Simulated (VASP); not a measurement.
Input of a VASP 6.6.1 run:

The input INCAR:

```
SYSTEM = GaN
PREC     = Accurate       ! precision mode
ENCUT    = 600            ! plane-wave cutoff, eV
EDIFF    = 1E-6           ! SCF threshold, eV
ISMEAR   = -1             ! smearing method
SIGMA    = 0.05           ! smearing width, eV
LREAL    = .False.        ! projectors in reciprocal space
LASPH    = .True.         ! aspherical terms in the spheres
NELM     = 60             ! most SCF steps
ALGO     = Normal         ! electronic algorithm
ISIF     = 3              ! what is computed and relaxed
LWAVE    = .False.        ! write WAVECAR
LCHARG   = .False.        ! write CHGCAR
GGA      = CA             ! functional
IBRION   = 2              ! ionic algorithm
NSW      = 80             ! ionic steps
EDIFFG   = -0.005         ! ionic threshold
```

KPOINTS

```
Automatic mesh
0
Gamma
  10 10 10
  0 0 0
```

File POSCAR:

```
GaN
1.0
    0.0000000000      2.2535006075      2.2535006075
    2.2535006075      0.0000000000      2.2535006075
    2.2535006075      2.2535006075      0.0000000000
Ga N
1 1
Direct
    0.0000000000      0.0000000000      0.0000000000
    0.2500000000      0.2500000000      0.2500000000
```

Potentials or basis: VASP PAW LDA potentials, release 64 (Ga_d, N).

The run is started by

```console
$ cat potpaw_LDA.64/Ga_d/POTCAR potpaw_LDA.64/N/POTCAR > POTCAR
$ mpirun -np 1 vasp_std > vasp.out
```

Predict the relaxed cell.

a = 3.156 Å, b = 3.156 Å, c = 3.156 Å, α = 60.00°, β = 60.00°, γ = 60.00°.

What does it give for the band gap on the k mesh?

1.94 eV, direct.

What does it give for the space group after relaxing (to 0.05 Å)?

F-43m (No. 216).

The path:
```csv
step,energy change (eV),largest force (eV/Å),pressure (GPa),volume (Å³)
1,0.0000,0.0000,-5.60,22.89
2,-0.0003,0.0000,6.11,21.59
3,-0.0120,0.0000,0.01,22.22
```

LDA gaps usually lie below the measured ones, often by a third to a half.
